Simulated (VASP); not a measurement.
# HfO2 (Fm-3m) in VASP: further runs

Runs on HfO2. Level: r2SCAN. Tasks: single point, relaxation of cell and atoms.

Everything below comes from runs of VASP 6.6.1. Logs are shortened: lines on timing, memory, paths and dates and some standing lists are left out, and cuts for length are marked.

### 1 The cell of the first run

The structure is cubic, space group Fm-3m (No. 225). The conventional cell has a = 5.058 Å, b = 5.058 Å, c = 5.058 Å, α = 90.00°, β = 90.00°, γ = 90.00°. Hf (site symmetry m-3m) has 8 O at 2.19 Å within 2.9 Å. O (site symmetry -43m) has 4 Hf at 2.19 Å and 6 O at 2.53 Å within 2.9 Å.

### 2 Single point, r2SCAN

Contents of POSCAR:

```
HfO2
1.0
    0.0000000000      2.5291327272      2.5291327272
    2.5291327272      0.0000000000      2.5291327272
    2.5291327272      2.5291327272      0.0000000000
Hf O
1 2
Direct
    0.0000000000      0.0000000000      0.0000000000
    0.2500000000      0.2500000000      0.2500000000
    0.7500000000      0.7500000000      0.7500000000
```

Contents of INCAR.step1:

```
SYSTEM = HfO2
ALGO     = Normal         ! electronic algorithm
EDIFF    = 1E-4           ! SCF threshold, eV
ENCUT    = 520            ! plane-wave cutoff, eV
GGA      = PE             ! functional
ISMEAR   = 0              ! smearing method
LASPH    = .True.         ! aspherical terms in the spheres
LCHARG   = .False.        ! write CHGCAR
LREAL    = .False.        ! projectors in reciprocal space
LWAVE    = .True.         ! write WAVECAR
NBANDS   = 18             ! bands
NELM     = 80             ! most SCF steps
PREC     = Accurate       ! precision mode
SIGMA    = 0.01           ! smearing width, eV
```

Contents of INCAR.step2:

```
SYSTEM = HfO2
ALGO     = Normal         ! electronic algorithm
EDIFF    = 1E-6           ! SCF threshold, eV
ENCUT    = 520            ! plane-wave cutoff, eV
ISIF     = 2              ! what is computed and relaxed
ISMEAR   = 0              ! smearing method
ISTART   = 1            
LASPH    = .True.         ! aspherical terms in the spheres
LCHARG   = .False.        ! write CHGCAR
LMIXTAU  = .True.       
LREAL    = .False.        ! projectors in reciprocal space
LWAVE    = .False.        ! write WAVECAR
METAGGA  = R2SCAN         ! meta-GGA
NBANDS   = 18             ! bands
NELM     = 80             ! most SCF steps
PREC     = Accurate       ! precision mode
SIGMA    = 0.01           ! smearing width, eV
```

Contents of KPOINTS:

```
k-points
0
Gamma
  8 8 8
  0 0 0
```

Potentials or basis: VASP PAW PBE potentials, release 64 (Hf_pv, O).

Started as:

```bash
$ cat potpaw_PBE.64/Hf_pv/POTCAR potpaw_PBE.64/O/POTCAR > POTCAR
$ cp INCAR.step1 INCAR
$ mpirun -np 1 vasp_std > vasp.out
$ cp INCAR.step2 INCAR
$ mpirun -np 1 vasp_std > vasp.out
```

OUTCAR:

```text
SYSTEM = HfO2
   EDIFF = 1E-6
   ENCUT = 520
   ISIF = 2
   ISMEAR = 0
   ISTART = 1
   LASPH = .True.
   LREAL = .False.
   METAGGA = R2SCAN
   NELM = 80
   PREC = Accurate

 ion  position               nearest neighbor table
   1  0.000  0.000  0.000-   3 2.19   3 2.19   3 2.19   2 2.19   2 2.19   2 2.19   3 2.19   2 2.19

   2  0.250  0.250  0.250-   1 2.19   1 2.19   1 2.19   1 2.19
   3  0.750  0.750  0.750-   1 2.19   1 2.19   1 2.19   1 2.19

  LATTYP: Found a face centered cubic cell.
 ALAT       =     5.0582654544

  Lattice vectors:

 A1 = (   0.0000000000,   2.5291327272,   2.5291327272)
 A2 = (   2.5291327272,   0.0000000000,   2.5291327272)
 A3 = (   2.5291327272,   2.5291327272,   0.0000000000)

Analysis of symmetry for initial positions (statically):
=====================================================================
 Subroutine PRICEL returns:
 Original cell was already a primitive cell.

 Routine SETGRP: Setting up the symmetry group for a
 face centered cubic supercell.

 Subroutine GETGRP returns: Found 48 space group operations
 (whereof 48 operations were pure point group operations)
 out of a pool of 48 trial point group operations.

The static configuration has the point symmetry O_h .

Analysis of symmetry for dynamics (positions and initial velocities):
=====================================================================
 Subroutine PRICEL returns:
 Original cell was already a primitive cell.

 Routine SETGRP: Setting up the symmetry group for a
 face centered cubic supercell.

 Subroutine GETGRP returns: Found 48 space group operations
 (whereof 48 operations were pure point group operations)
 out of a pool of 48 trial point group operations.

The dynamic configuration has the point symmetry O_h .

 Subroutine INISYM returns: Found 48 space group operations
 (whereof 48 operations are pure point group operations),
 and found     1 'primitive' translations

----------------------------------------------------------------------------------------

                                     Primitive cell

  volume of cell :      32.3553

  direct lattice vectors                    reciprocal lattice vectors
     0.000000000  2.529132727  2.529132727    -0.197696228  0.197696228  0.197696228
     2.529132727  0.000000000  2.529132727     0.197696228 -0.197696228  0.197696228
     2.529132727  2.529132727  0.000000000     0.197696228  0.197696228 -0.197696228

  length of vectors
     3.576733804  3.576733804  3.576733804     0.342419911  0.342419911  0.342419911

  position of ions in fractional coordinates (direct lattice)
     0.000000000  0.000000000  0.000000000
     0.250000000  0.250000000  0.250000000
     0.750000000  0.750000000  0.750000000

  ion indices of the primitive-cell ions
   primitive index   ion index
                 1           1
                 2           2
                 3           3

----------------------------------------------------------------------------------------

 KPOINTS: k-points

Automatic generation of k-mesh.
 Grid dimensions read from file:
 generate k-points for:    8    8    8

 Generating k-lattice:

  Cartesian coordinates                     Fractional coordinates (reciprocal lattice)
    -0.024712028  0.024712028  0.024712028     0.125000000  0.000000000  0.000000000
     0.024712028 -0.024712028  0.024712028     0.000000000  0.125000000  0.000000000
     0.024712028  0.024712028 -0.024712028     0.000000000  0.000000000  0.125000000

  Length of vectors
     0.042802489  0.042802489  0.042802489

  Shift w.r.t. Gamma in fractional coordinates (k-lattice)
     0.000000000  0.000000000  0.000000000

 Subroutine IBZKPT returns following result:
 ===========================================

 Found     29 irreducible k-points:

 Following reciprocal coordinates:
            Coordinates               Weight
  0.000000  0.000000  0.000000      1.000000
  0.125000  0.000000  0.000000      8.000000
  0.250000  0.000000  0.000000      8.000000
  0.375000  0.000000  0.000000      8.000000
  0.500000  0.000000  0.000000      4.000000
  0.125000  0.125000  0.000000      6.000000
[... 16 lines left out ...]
  0.500000  0.250000  0.125000     48.000000
 -0.375000  0.250000  0.125000     24.000000
 [... further k-points ...]
   k-points           NKPTS =     29   k-points in BZ     NKDIM =     29   number of bands    NBANDS=     18
   number of dos      NEDOS =    301   number of ions     NIONS =      3
   total plane-waves  NPLWV =  21952
   dimension x,y,z NGX =    28 NGY =   28 NGZ =   28
   dimension x,y,z NGXF=    56 NGYF=   56 NGZF=   56
   ions per type =               1   2
   NGX,Y,Z   is equivalent  to a cutoff of  13.01, 13.01, 13.01 a.u.
   NGXF,Y,Z  is equivalent  to a cutoff of  26.03, 26.03, 26.03 a.u.
 SYSTEM =  HfO2
   PREC   = accura    normal or accurate (medium, high low for compatibility)
   ISTART =      1    job   : 0-new  1-cont  2-samecut
   ICHARG =      0    charge: 1-file 2-atom 10-const
   ISPIN  =      1    spin polarized calculation?
   LNONCOLLINEAR =      F non collinear calculations
   LSORBIT =      F    spin-orbit coupling
   LASPH  =      T    aspherical Exc in radial PAW
   ENCUT  =  520.0 eV  38.22 Ry    6.18 a.u.   6.65  6.65  6.65*2*pi/ulx,y,z
   NELM   =     80;   NELMIN=  2; NELMDL=  0     # of ELM steps
   EDIFF  = 0.1E-05   stopping-criterion for ELM
   LREAL  =      F    real-space projection
   EDIFFG = 0.1E-04   stopping-criterion for IOM
   NSW    =      0    number of steps for IOM
   IBRION =     -1    ionic relax: 0-MD 1-quasi-New 2-CG
   NFREE  =      0    steps in history (QN), initial steepest desc. (CG)
   ISIF   =      2    stress and relaxation
   ISYM   =      2    0-nonsym 1-usesym 2-fastsym
   POTIM  = 0.5000    time-step for ionic-motion
   TEBEG  =    0.0;   TEEND  =   0.0 temperature during run
   PSTRESS=    0.0 pullay stress
   NELECT =      22.0000    total number of electrons
   NUPDOWN=      -1.0000    fix difference up-down
   EMIN   =  10.00;   EMAX   =-10.00  energy-range for DOS
   EFERMI =   0.00;   METHOD = LEGACY
   ISMEAR =     0;   SIGMA  =   0.01  broadening in eV -4-tet -1-fermi 0-gaus
   EFERMI_NEDOS =   21; number of points for ismear=-14 and -15
   IALGO  =     38    algorithm
   IMIX   =      4    mixing-type and parameters
     AMIX     =   0.40;   BMIX     =  1.00
     AMIX_MAG =   1.60;   BMIX_MAG =  1.00
  volume/ion in A,a.u.               =      10.79        72.78
  Fermi-wavevector in a.u.,A,eV,Ry     =   1.439574  2.720401 28.196365  2.072374
  Thomas-Fermi vector in A             =   2.558415
   LORBIT       =      0    0 simple, 1 ext, 2 COOP (PROOUT), +10 PAW based schemes
   METAGGA = R2SCAN    functional components
   LHFCALC =     F    Hartree Fock is set to
   AEXX    =    0.0000 exact exchange contribution
   IVDW    =     0    specifies the selected vdW correction
   LEPSILON=     F    determine dielectric tensor
   LRPA    =     F    only Hartree local field effects (RPA)
 non-spin polarized calculation
 Gauss-broadening in eV      SIGMA  =   0.01
  energy-cutoff  :      520.00
  volume of cell :       32.36
 maximum number of plane-waves:       893
   NGX = 13   NGY = 13   NGZ = 13

 number of electron      21.9999992 magnetization

 Free energy of the ion-electron system (eV)
  ---------------------------------------------------
  ext. energy  EPLUGINS =         0.00000000
  ---------------------------------------------------
  free energy    TOTEN  =       -68.54749402 eV

  energy without entropy =      -68.54749402  energy(sigma->0) =      -68.54749402

 E-fermi :   4.0443     XC(G=0): -12.6186

 val. band max:        3.9688937334   @ k =   0.5000   0.5000   0.0000
 cond. band min:       8.2851233257   @ k =   0.5000   0.5000   0.0000
 fundamental gap:      4.3162295924
 Fermi energy:         4.0442837839

 k-point     1 :       0.0000    0.0000    0.0000
  band No.  band energies     occupation
      1     -26.6541      2.00000
      2     -26.6541      2.00000
      3     -26.6541      2.00000
      4     -15.8037      2.00000
      5     -12.7669      2.00000
      6      -1.5151      2.00000
[... 10 lines left out ...]
     17      15.0577      0.00000
     18      16.6831      0.00000

 k-point     2 :       0.1250    0.0000    0.0000
  band No.  band energies     occupation
      1     -26.7257      2.00000
      2     -26.6615      2.00000
      3     -26.6615      2.00000
      4     -15.5918      2.00000
      5     -12.9365      2.00000
      6      -1.3608      2.00000
[... 10 lines left out ...]
     17      14.7780      0.00000
     18      16.6818      0.00000

 k-point     3 :       0.2500    0.0000    0.0000
  band No.  band energies     occupation
      1     -26.8915      2.00000
      2     -26.6795      2.00000
      3     -26.6795      2.00000
      4     -15.0940      2.00000
      5     -13.2789      2.00000
      6      -0.9770      2.00000
[... 10 lines left out ...]
     17      14.2848      0.00000
     18      16.6757      0.00000

 k-point     4 :       0.3750    0.0000    0.0000
  band No.  band energies     occupation
      1     -27.0482      2.00000
      2     -26.6974      2.00000
      3     -26.6974      2.00000
      4     -14.6774      2.00000
      5     -13.4696      2.00000
      6      -0.5881      2.00000
[... 375 lines left out ...]
      4     -14.6668      2.00000
      5     -13.5379      2.00000
      6      -0.9857      2.00000
[... 10 lines left out ...]
     17      14.5596      0.00000
     18      16.6776      0.00000

 k-point    23 :       0.5000    0.2500    0.1250
  band No.  band energies     occupation
      1     -27.0188      2.00000
      2     -26.8132      2.00000
      3     -26.7228      2.00000
      4     -14.2882      2.00000
      5     -13.6878      2.00000
      6      -0.9757      2.00000
[... 10 lines left out ...]
     17      15.4428      0.00000
     18      16.6746      0.00000

 k-point    24 :      -0.3750    0.2500    0.1250
  band No.  band energies     occupation
      1     -27.0481      2.00000
      2     -26.8374      2.00000
      3     -26.7328      2.00000
      4     -14.2120      2.00000
      5     -13.6536      2.00000
      6      -0.9769      2.00000
[... 10 lines left out ...]
     17      15.5821      0.00000
     18      16.6727      0.00000

 [... further k-points ...]
[... 5 lines left out ...]
  --------------------------------------------------------------------------------------
  -------------------------------------------------------------------------------------
  Total       -0.7918063     -0.7918063     -0.7918063      0.0000000      0.0000000      0.0000000
  in kB      -39.2089031    -39.2089031    -39.2089031      0.0000000      0.0000000      0.0000000
  external PRESSURE =     -39.2089031 kB  Pullay stress =       0.0000000 kB

 VOLUME and BASIS-vectors are now :
 -----------------------------------------------------------------------------
  energy-cutoff  :      520.00
  volume of cell :       32.36
      direct lattice vectors                 reciprocal lattice vectors
     0.000000000  2.529132727  2.529132727    -0.197696228  0.197696228  0.197696228
     2.529132727  0.000000000  2.529132727     0.197696228 -0.197696228  0.197696228
     2.529132727  2.529132727  0.000000000     0.197696228  0.197696228 -0.197696228

 POSITION                                       TOTAL-FORCE (eV/Angst)
 -----------------------------------------------------------------------------------
      0.00000      0.00000      0.00000         0.000000     -0.000000     -0.000000
      1.26457      1.26457      1.26457        -0.000000     -0.000000     -0.000000
      3.79370      3.79370      3.79370         0.000000      0.000000      0.000000
 -----------------------------------------------------------------------------------
    total drift:                                0.000000      0.000000      0.000000

  FREE ENERGIE OF THE ION-ELECTRON SYSTEM (eV)
  ---------------------------------------------------
  free  energy   TOTEN  =       -68.5474940170 eV

  energy  without entropy=      -68.5474940170  energy(sigma->0) =      -68.54749402
```

It took 49 s on 1 thread of Intel Xeon 6975P-C (Granite Rapids), shared host; peak memory 0.17 GiB.

What came out:

* Free energy: -68.5475 eV
* Pressure: -3.9 GPa
* Band gap on the k mesh: 4.32 eV, direct

Caveat: the PAW data sets were made with another functional, which shifts forces and pressure a little; spin-orbit coupling is left out, which moves the levels of the heavy elements. A k mesh can miss the band edges.

### 3 Relaxation of cell and atoms, r2SCAN

This run uses another cell than the first one, of 11.15 Å³/atom, 1.034 times its volume.

Contents of POSCAR:

```
HfO2
1.0
    0.0000000000      2.5575000000      2.5575000000
    2.5575000000      0.0000000000      2.5575000000
    2.5575000000      2.5575000000      0.0000000000
Hf O
1 2
Direct
    0.0000000000      0.0000000000      0.0000000000
    0.2500000000      0.2500000000      0.2500000000
    0.7500000000      0.7500000000      0.7500000000
```

Contents of INCAR.step1:

```
SYSTEM = HfO2
PREC = Accurate
ENCUT = 600
ISMEAR = 0
SIGMA = 0.01
LREAL = .FALSE.
LASPH = .TRUE.
NELM = 80
GGA = PE
ALGO = Normal
EDIFF = 1E-4
LWAVE = .TRUE.
LCHARG = .FALSE.
```

Contents of INCAR.step2:

```
SYSTEM = HfO2
PREC = Accurate
ENCUT = 600
EDIFF = 1E-6
ISMEAR = 0
SIGMA = 0.01
LREAL = .FALSE.
LASPH = .TRUE.
NELM = 80
ALGO = Normal
ISIF = 3
LWAVE = .FALSE.
LCHARG = .FALSE.
METAGGA = R2SCAN
LMIXTAU = .TRUE.
IBRION = 2
NSW = 100
EDIFFG = -0.003
ISTART = 1
```

Contents of KPOINTS:

```
Automatic mesh
0
G
  8 8 8
  0 0 0
```

Potentials or basis: VASP PAW PBE potentials, release 64 (Hf_pv, O).

Started as:

```bash
$ cat potpaw_PBE.64/Hf_pv/POTCAR potpaw_PBE.64/O/POTCAR > POTCAR
$ cp INCAR.step1 INCAR
$ mpirun -np 1 vasp_std > vasp.out
$ cp INCAR.step2 INCAR
$ mpirun -np 1 vasp_std > vasp.out
```

It took 3 min on 1 thread of Intel Xeon 6975P-C (Granite Rapids), shared host; peak memory 0.19 GiB.

It converged, with:

- Free energy: -68.5650 eV
- Relaxed volume: 10.62 Å³/atom
- Relaxed cell: a = 3.558 Å, b = 3.558 Å, c = 3.558 Å, α = 60.00°, β = 60.00°, γ = 60.00°
- Space group after relaxing (to 0.05 Å): Fm-3m (No. 225)
- Energy gained by relaxing: 21.4 meV/atom
- Ionic steps: 4
- Pressure after relaxing: 0.0 GPa
- Band gap on the k mesh: 4.36 eV, direct

The path:
```csv
step,energy change (eV),largest force (eV/Å),pressure (GPa),volume (Å³)
1,0.0000,0.0000,-12.34,33.46
2,0.1125,0.0000,25.61,29.47
3,-0.0642,0.0000,-0.33,31.88
4,-0.0643,0.0000,-0.02,31.85
```

Final structure:
```xyz
3
Lattice="0.0000 2.5158 2.5158 2.5158 0.0000 2.5158 2.5158 2.5158 0.0000" Properties=species:S:1:pos:R:3 pbc="T T T"
Hf    2.5158    0.0000    2.5158
O     1.2579    1.2579    1.2579
O     3.7737    3.7737    3.7737
```

Levels at points of the mesh, in eV from the valence-band top:
```csv
k point,band 7,band 8,band 9,band 10,band 11,band 12,band 13,band 14,band 15
"(0.00, 0.00, 0.00)",-5.59,-5.59,-0.65,-0.65,-0.65,4.47,4.47,6.65,11.30
"(0.50, 0.00, 0.00)",-4.49,-3.10,-2.86,-1.92,-1.92,5.19,5.19,7.72,9.70
"(0.50, 0.50, 0.00)",-3.63,-3.63,-1.59,-1.59,0.00,4.36,6.14,7.39,8.88
```

Caveat: the PAW data sets were made with another functional, which shifts forces and pressure a little; spin-orbit coupling is left out, which moves the levels of the heavy elements. A k mesh can miss the band edges.
